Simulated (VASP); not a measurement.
# TiSi16 (a cell with a defect) in VASP: single point with PBE

Aim: the single point of TiSi16 (a cell with a defect) with PBE.

Everything below comes from runs of VASP 6.6.1. Logs are shortened: lines on timing, memory, paths and dates and some standing lists are left out, and cuts for length are marked.

## Step 1: The cell of the first run

The cell holds a defect, 17 atoms: a = 7.679 Å, b = 7.679 Å, c = 7.679 Å, α = 60.00°, β = 60.00°, γ = 60.00°.

## Step 2: Single point, PBE

Contents of INCAR:

```
PREC = Accurate ; ENCUT = 520
EDIFF = 1E-6 ; ISMEAR = -1
SIGMA = 0.05 ; LREAL = Auto
LASPH = True ; NELM = 80
ALGO = Normal ; ISIF = 2
LWAVE = False ; LCHARG = False
GGA = PE ; NBANDS = 52
```

Contents of KPOINTS:

```
Automatic mesh
0
Gamma
  2 2 2
```

Contents of POSCAR:

```
TiSi16
1.0
    0.0000000000      5.4300000000      5.4300000000
    5.4300000000      0.0000000000      5.4300000000
    5.4300000000      5.4300000000      0.0000000000
Si Ti
16 1
Direct
    0.0032603544      0.0031428187     -0.0034596975
    0.1236389360      0.1228109066      0.1294652799
    0.0001322625     -0.0008573685      0.5000983226
    0.1236597700      0.1227175561      0.6236268971
    0.0038531550      0.4956990064     -0.0033072762
    0.1370821320      0.6207060843      0.1210892032
    0.0036658786      0.4955745498      0.5036699680
    0.1237279093      0.6284903436      0.6237052678
    0.4965612956      0.0034466636     -0.0034722521
    0.6210006587      0.1367993094      0.1209827063
    0.4965767815      0.0031209256      0.5032428386
    0.6294994221      0.1228033980      0.6236092071
    0.5000952267      0.4998927812      0.0001027151
    0.6210761298      0.6208762069      0.1210772570
    0.4967163558      0.4956887950      0.5038485123
    0.6210937624      0.6206925546      0.6370853207
    0.7501168693      0.7494520688      0.2501006302
```

Potentials or basis: VASP PAW PBE potentials, release 64 (Si, Ti_sv).

Command:

```sh
> cat potpaw_PBE.64/Si/POTCAR potpaw_PBE.64/Ti_sv/POTCAR > POTCAR
> mpirun -np 1 vasp_std > vasp.out
```

OUTCAR:

```text
PREC = Accurate
   ENCUT = 520
   EDIFF = 1E-6
   ISMEAR = -1
   LREAL = Auto
   LASPH = True
   NELM = 80
   ISIF = 2
   GGA = PE

 ion  position               nearest neighbor table
   1  0.003  0.003  0.997-   4 2.34   2 2.34  10 2.40   6 2.40  17 2.75
   2  0.124  0.123  0.129-   3 2.32   5 2.34   9 2.34   1 2.34
   3  0.000  0.999  0.500-   4 2.32  12 2.32   2 2.32   8 2.32
   4  0.124  0.123  0.624-   3 2.32   7 2.34   1 2.34  11 2.34
   5  0.004  0.496  0.997-   2 2.34   8 2.34   6 2.40  14 2.40  17 2.75
   6  0.137  0.621  0.121-  13 2.28   1 2.40   7 2.40   5 2.40  17 2.43
   7  0.004  0.496  0.504-   4 2.34   8 2.34  16 2.40   6 2.40  17 2.75
   8  0.124  0.628  0.624-   3 2.32   5 2.34  15 2.34   7 2.34
   9  0.497  0.003  0.997-  12 2.34   2 2.34  10 2.40  14 2.40  17 2.75
  10  0.621  0.137  0.121-  13 2.28   9 2.40   1 2.40  11 2.40  17 2.43
  11  0.497  0.003  0.503-   4 2.34  12 2.34  10 2.40  16 2.40  17 2.75
  12  0.629  0.123  0.624-   3 2.32  15 2.34   9 2.34  11 2.34
  13  0.500  0.500  0.000-  14 2.28   6 2.28  16 2.28  10 2.28
  14  0.621  0.621  0.121-  13 2.28   9 2.40  15 2.40   5 2.40  17 2.42
  15  0.497  0.496  0.504-  12 2.34   8 2.34  16 2.40  14 2.40  17 2.75
  16  0.621  0.621  0.637-  13 2.28  11 2.40   7 2.40  15 2.40  17 2.43
  17  0.750  0.749  0.250-  14 2.42   6 2.43  16 2.43  10 2.43  11 2.75   1 2.75   7 2.75   9 2.75
                             5 2.75  15 2.75

  LATTYP: Found a face centered cubic cell.
 ALAT       =    10.8600000000

  Lattice vectors:

 A1 = (   0.0000000000,   5.4300000000,   5.4300000000)
 A2 = (   5.4300000000,   0.0000000000,   5.4300000000)
 A3 = (   5.4300000000,   5.4300000000,   0.0000000000)

Analysis of symmetry for initial positions (statically):
=====================================================================
 Subroutine PRICEL returns:
 Original cell was already a primitive cell.

 Routine SETGRP: Setting up the symmetry group for a
 face centered cubic supercell.

 Subroutine GETGRP returns: Found  1 space group operations
 (whereof  1 operations were pure point group operations)
 out of a pool of 48 trial point group operations.

The static configuration has the point symmetry C_1 .

Analysis of symmetry for dynamics (positions and initial velocities):
=====================================================================
 Subroutine PRICEL returns:
 Original cell was already a primitive cell.

 Routine SETGRP: Setting up the symmetry group for a
 face centered cubic supercell.

 Subroutine GETGRP returns: Found  1 space group operations
 (whereof  1 operations were pure point group operations)
 out of a pool of 48 trial point group operations.

The dynamic configuration has the point symmetry C_1 .

 Subroutine INISYM returns: Found  1 space group operations
 (whereof  1 operations are pure point group operations),
 and found     1 'primitive' translations

----------------------------------------------------------------------------------------

                                     Primitive cell

  volume of cell :     320.2060

  direct lattice vectors                    reciprocal lattice vectors
     0.000000000  5.430000000  5.430000000    -0.092081031  0.092081031  0.092081031
     5.430000000  0.000000000  5.430000000     0.092081031 -0.092081031  0.092081031
     5.430000000  5.430000000  0.000000000     0.092081031  0.092081031 -0.092081031

  length of vectors
     7.679179644  7.679179644  7.679179644     0.159489025  0.159489025  0.159489025

  position of ions in fractional coordinates (direct lattice)
     0.003260354  0.003142819  0.996540303
     0.123638936  0.122810907  0.129465280
     0.000132263  0.999142631  0.500098323
     0.123659770  0.122717556  0.623626897
     0.003853155  0.495699006  0.996692724
     0.137082132  0.620706084  0.121089203
[... 9 lines left out ...]
     0.621093762  0.620692555  0.637085321
     0.750116869  0.749452069  0.250100630

  ion indices of the primitive-cell ions
   primitive index   ion index
                 1           1
                 2           2
                 3           3
                 4           4
                 5           5
                 6           6
[... 9 lines left out ...]
                16          16
                17          17

----------------------------------------------------------------------------------------

 KPOINTS: Automatic mesh

Automatic generation of k-mesh.
 Grid dimensions read from file:
 generate k-points for:    2    2    2

 Generating k-lattice:

  Cartesian coordinates                     Fractional coordinates (reciprocal lattice)
    -0.046040516  0.046040516  0.046040516     0.500000000  0.000000000  0.000000000
     0.046040516 -0.046040516  0.046040516     0.000000000  0.500000000  0.000000000
     0.046040516  0.046040516 -0.046040516     0.000000000  0.000000000  0.500000000

  Length of vectors
     0.079744512  0.079744512  0.079744512

  Shift w.r.t. Gamma in fractional coordinates (k-lattice)
     0.000000000  0.000000000  0.000000000

 Subroutine IBZKPT returns following result:
 ===========================================

 Found      8 irreducible k-points:

 Following reciprocal coordinates:
            Coordinates               Weight
  0.000000  0.000000  0.000000      1.000000
  0.500000  0.000000  0.000000      1.000000
  0.000000  0.500000  0.000000      1.000000
  0.000000  0.000000  0.500000      1.000000
  0.500000  0.500000  0.500000      1.000000
  0.500000  0.500000  0.000000      1.000000
  0.000000  0.500000  0.500000      1.000000
  0.500000  0.000000  0.500000      1.000000
   k-points           NKPTS =      8   k-points in BZ     NKDIM =      8   number of bands    NBANDS=     52
   number of dos      NEDOS =    301   number of ions     NIONS =     17
   total plane-waves  NPLWV = 216000
   dimension x,y,z NGX =    60 NGY =   60 NGZ =   60
   dimension x,y,z NGXF=   120 NGYF=  120 NGZF=  120
   ions per type =              16   1
   NGX,Y,Z   is equivalent  to a cutoff of  12.99, 12.99, 12.99 a.u.
   NGXF,Y,Z  is equivalent  to a cutoff of  25.98, 25.98, 25.98 a.u.
 SYSTEM =  unknown system
   PREC   = accura    normal or accurate (medium, high low for compatibility)
   ISTART =      0    job   : 0-new  1-cont  2-samecut
   ICHARG =      2    charge: 1-file 2-atom 10-const
   ISPIN  =      1    spin polarized calculation?
   LNONCOLLINEAR =      F non collinear calculations
   LSORBIT =      F    spin-orbit coupling
   LASPH  =      T    aspherical Exc in radial PAW
   ENCUT  =  520.0 eV  38.22 Ry    6.18 a.u.  14.28 14.28 14.28*2*pi/ulx,y,z
   NELM   =     80;   NELMIN=  2; NELMDL= -5     # of ELM steps
   EDIFF  = 0.1E-05   stopping-criterion for ELM
   LREAL  =      T    real-space projection
   EDIFFG = 0.1E-04   stopping-criterion for IOM
   NSW    =      0    number of steps for IOM
   IBRION =     -1    ionic relax: 0-MD 1-quasi-New 2-CG
   NFREE  =      0    steps in history (QN), initial steepest desc. (CG)
   ISIF   =      2    stress and relaxation
   ISYM   =      2    0-nonsym 1-usesym 2-fastsym
   POTIM  = 0.5000    time-step for ionic-motion
   TEBEG  =    0.0;   TEEND  =   0.0 temperature during run
   PSTRESS=    0.0 pullay stress
   NELECT =      76.0000    total number of electrons
   NUPDOWN=      -1.0000    fix difference up-down
   EMIN   =  10.00;   EMAX   =-10.00  energy-range for DOS
   EFERMI =   0.00;   METHOD = LEGACY
   ISMEAR =    -1;   SIGMA  =   0.05  broadening in eV -4-tet -1-fermi 0-gaus
   EFERMI_NEDOS =   21; number of points for ismear=-14 and -15
   IALGO  =     38    algorithm
   IMIX   =      4    mixing-type and parameters
     AMIX     =   0.40;   BMIX     =  1.00
     AMIX_MAG =   1.60;   BMIX_MAG =  1.00
  volume/ion in A,a.u.               =      18.84       127.11
  Fermi-wavevector in a.u.,A,eV,Ry     =   1.013607  1.915439 13.978610  1.027399
  Thomas-Fermi vector in A             =   2.146786
   LORBIT       =      0    0 simple, 1 ext, 2 COOP (PROOUT), +10 PAW based schemes
   GGA     = PE    functional components
[... 5 lines left out ...]
 non-spin polarized calculation
  energy-cutoff  :      520.00
  volume of cell :      320.21
 maximum number of plane-waves:      8646
 NGX is ok and might be reduce to    60
   NGX = 29   NGY = 29   NGZ = 29

 number of electron      75.9999998 magnetization

 Free energy of the ion-electron system (eV)
  ---------------------------------------------------
  ext. energy  EPLUGINS =         0.00000000
  ---------------------------------------------------
  free energy    TOTEN  =       -92.26347913 eV

  energy without entropy =      -92.16591729  energy(sigma->0) =      -92.21469821

 E-fermi :   6.9250     XC(G=0):  -9.7507

 val. band max:        6.8975877083   @ k =   0.0000   0.5000   0.5000
 cond. band min:       6.9648544059   @ k =   0.5000   0.5000   0.5000
 fundamental gap:      0.0672666976
 Fermi energy:         6.9249681376

 k-point     1 :       0.0000    0.0000    0.0000
  band No.  band energies     occupation
      1     -49.8530      2.00000
      2     -26.2272      2.00000
      3     -26.2271      2.00000
      4     -26.2267      2.00000
      5      -5.7205      2.00000
      6      -3.5171      2.00000
[... 42 lines left out ...]
     49       8.1746      0.00000
     50       8.4921      0.00000

 k-point     2 :       0.5000    0.0000    0.0000
  band No.  band energies     occupation
      1     -49.8530      2.00000
      2     -26.2272      2.00000
      3     -26.2271      2.00000
      4     -26.2267      2.00000
      5      -5.0146      2.00000
      6      -4.7994      2.00000
[... 42 lines left out ...]
     49       9.2860      0.00000
     50       9.8909      0.00000

 k-point     3 :       0.0000    0.5000    0.0000
  band No.  band energies     occupation
      1     -49.8530      2.00000
      2     -26.2272      2.00000
      3     -26.2271      2.00000
      4     -26.2267      2.00000
      5      -5.0122      2.00000
      6      -4.8023      2.00000
[... 254 lines left out ...]
     49       9.8742      0.00000
     50      10.5400      0.00000

 k-point     8 :       0.5000    0.0000    0.5000
  band No.  band energies     occupation
      1     -49.8530      2.00000
      2     -26.2272      2.00000
      3     -26.2271      2.00000
      4     -26.2267      2.00000
      5      -4.6950      2.00000
      6      -4.5999      2.00000
[... 42 lines left out ...]
     49       9.8740      0.00000
     50      10.5395      0.00000
 [bands above 50 left out]

------------------------ aborting loop because EDIFF is reached ----------------------------------------

  FORCE on cell =-STRESS in cart. coord.  units (eV):
  Direction    XX          YY          ZZ          XY          YZ          ZX
  --------------------------------------------------------------------------------------
  -------------------------------------------------------------------------------------
  Total        8.0625204      8.0572704      8.0610633     -0.0092219     -0.0097017      0.0022424
  in kB       40.3414893     40.3152202     40.3341983     -0.0461426     -0.0485432      0.0112200
  external PRESSURE =      40.3303026 kB  Pullay stress =       0.0000000 kB

 VOLUME and BASIS-vectors are now :
 -----------------------------------------------------------------------------
  energy-cutoff  :      520.00
  volume of cell :      320.21
      direct lattice vectors                 reciprocal lattice vectors
     0.000000000  5.430000000  5.430000000    -0.092081031  0.092081031  0.092081031
     5.430000000  0.000000000  5.430000000     0.092081031 -0.092081031  0.092081031
     5.430000000  5.430000000  0.000000000     0.092081031  0.092081031 -0.092081031

 POSITION                                       TOTAL-FORCE (eV/Angst)
 -----------------------------------------------------------------------------------
      5.42828      5.42892      0.03477        -0.003509      0.006050      0.014217
      1.36986      1.37436      1.33822         0.000365     -0.002788      0.004507
      8.14088      2.71625      5.42606         0.000418      0.000668      0.000371
      4.05265      4.05777      1.33783         0.003526      0.000274      0.003372
      8.10369      5.43296      2.71257         0.008030     -0.005152      0.001502
      4.02795      1.40187      4.11479         0.004442     -0.010411     -0.024506
[... 9 lines left out ...]
      6.82973      6.83191      6.74290        -0.024758     -0.010238      0.004809
      5.42757      5.43118      8.14266         0.004215     -0.003533      0.003287
 -----------------------------------------------------------------------------------
    total drift:                               -0.003877     -0.004887     -0.005023

  FREE ENERGIE OF THE ION-ELECTRON SYSTEM (eV)
  ---------------------------------------------------
  free  energy   TOTEN  =       -92.2634791311 eV

  energy  without entropy=      -92.1659172863  energy(sigma->0) =      -92.21469821
```

Wall time 8 min (1 thread of AMD EPYC 7R43 (Zen 3), shared host); peak memory 0.45 GiB.

What came out:

- Free energy: -92.2635 eV
- Pressure: 4.0 GPa
- Largest force: 0.027 eV/Å
- Band gap on the k mesh: zero (band 38 reaches 6.97 eV, above the bottom of band 39 at 6.53 eV)

Forces on the atoms (eV/Å):
```
Si  -0.004  0.006  0.014
Si   0.000 -0.003  0.005
Si   0.000  0.001  0.000
Si   0.004  0.000  0.003
Si   0.008 -0.005  0.002
Si   0.004 -0.010 -0.025
Si   0.006 -0.001  0.006
Si  -0.004  0.006 -0.004
Si  -0.006 -0.006 -0.007
Si  -0.015  0.008 -0.014
Si   0.015  0.006 -0.003
Si   0.005 -0.003  0.000
Si   0.000 -0.001  0.000
Si   0.006  0.021  0.007
Si   0.001 -0.006  0.008
Si  -0.025 -0.010  0.005
Ti   0.004 -0.004  0.003
```

Levels at points of the mesh, in eV from the Fermi level:
| k point | band 33 | band 34 | band 35 | band 36 | band 37 | band 38 | band 39 | band 40 | band 41 | band 42 |
| --- | --- | --- | --- | --- | --- | --- | --- | --- | --- | --- |
| (0.00, 0.00, 0.00) | -1.71 | -0.98 | -0.98 | -0.98 | -0.40 | -0.40 | -0.39 | -0.09 | -0.09 | 0.25 |
| (0.50, 0.00, 0.00) | -1.97 | -1.96 | -1.36 | -1.36 | -0.27 | 0.04 | 0.05 | 0.45 | 0.45 | 0.81 |
| (0.00, 0.50, 0.00) | -1.96 | -1.96 | -1.36 | -1.36 | -0.27 | 0.04 | 0.05 | 0.45 | 0.45 | 0.81 |
| (0.00, 0.00, 0.50) | -1.97 | -1.96 | -1.36 | -1.36 | -0.27 | 0.04 | 0.05 | 0.45 | 0.45 | 0.81 |
| (0.50, 0.50, 0.50) | -1.97 | -1.97 | -1.36 | -1.36 | -0.27 | 0.04 | 0.04 | 0.45 | 0.45 | 0.81 |
| (0.50, 0.50, 0.00) | -2.45 | -2.00 | -2.00 | -1.87 | -0.69 | -0.03 | 0.58 | 0.58 | 1.12 | 1.34 |
| (0.00, 0.50, 0.50) | -2.45 | -2.00 | -2.00 | -1.87 | -0.69 | -0.03 | 0.58 | 0.58 | 1.12 | 1.34 |
| (0.50, 0.00, 0.50) | -2.45 | -2.00 | -2.00 | -1.87 | -0.69 | -0.03 | 0.58 | 0.58 | 1.12 | 1.34 |

Caveat: the k points lie up to 0.50 Å⁻¹ apart.
